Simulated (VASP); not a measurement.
LiTa4O:

```
CELL_PARAMETERS angstrom
0.00000 3.61195 3.61195
3.61195 0.00000 3.61195
3.61195 3.61195 0.00000
ATOMIC_POSITIONS crystal
Li 0.00000 0.00000 0.00000
Ta 0.87309 0.37564 0.37564
Ta 0.37564 0.37564 0.37564
Ta 0.37564 0.87309 0.37564
Ta 0.37564 0.37564 0.87309
O 0.75000 0.75000 0.75000
```

The cell was built from a structure type or drawn by symmetry, and may not be a known phase.

```yaml
Program: VASP 6.6.1
Task: relaxation of cell and atoms
Functional: PBE
Potentials_or_basis: VASP PAW PBE potentials, release 64 (Li_sv, Ta_pv, O)
Cutoff: 600 eV
k_mesh: 4 × 4 × 4
Occupations: gaussian, width 0.1 eV
Spin: no spin polarisation
```

At the start: pressure 28.4 GPa; volume 15.71 Å³/atom.

Task: Where does the relaxation end?

Result: Over 7 steps the energy falls by 278.7 meV/atom and the volume is 19.11 Å³/atom (+21.7 %); space group F-43m (No. 216, to 0.1 Å) before and after.

Step by step:
| step | energy change (eV) | largest force (eV/Å) | pressure (GPa) | volume (Å³) |
| --- | --- | --- | --- | --- |
| 1 | 0.0000 | 2.2079 | 28.38 | 94.24 |
| 2 | -0.5284 | 0.7093 | -11.83 | 137.51 |
| 3 | -1.6519 | 0.6200 | 0.45 | 114.43 |
| 4 | -1.6528 | 0.5983 | 0.80 | 114.00 |
| 5 | -1.6527 | 0.5760 | 1.16 | 113.58 |
| 6 | -1.6607 | 0.3828 | -1.03 | 115.58 |
| 7 | -1.6722 | 0.0148 | -0.13 | 114.69 |

Final structure:
```xyz
6
Lattice="0.0000 3.8562 3.8562 3.8562 0.0000 3.8562 3.8562 3.8562 0.0000" Properties=species:S:1:pos:R:3 pbc="T T T"
Li    0.0000    0.0000    0.0000
Ta    2.8698    4.8427    4.8427
Ta    2.8698    2.8698    2.8698
Ta    4.8427    2.8698    4.8427
Ta    4.8427    4.8427    2.8698
O     5.7844    5.7844    5.7844
```

Caveat: the k points lie up to 0.35 Å⁻¹ apart in the final cell, too coarse for converged energies and pressures of a metal; the cutoff is under 1.25 times the usual one of these potentials, so pressure, stress and relaxed cells hold a basis-set (Pulay) error; the volume moved by over 15 % at a fixed basis, so the end points are rough; an odd number of electrons without spin polarisation forces a metal; a magnetic or distorted state may lie lower.
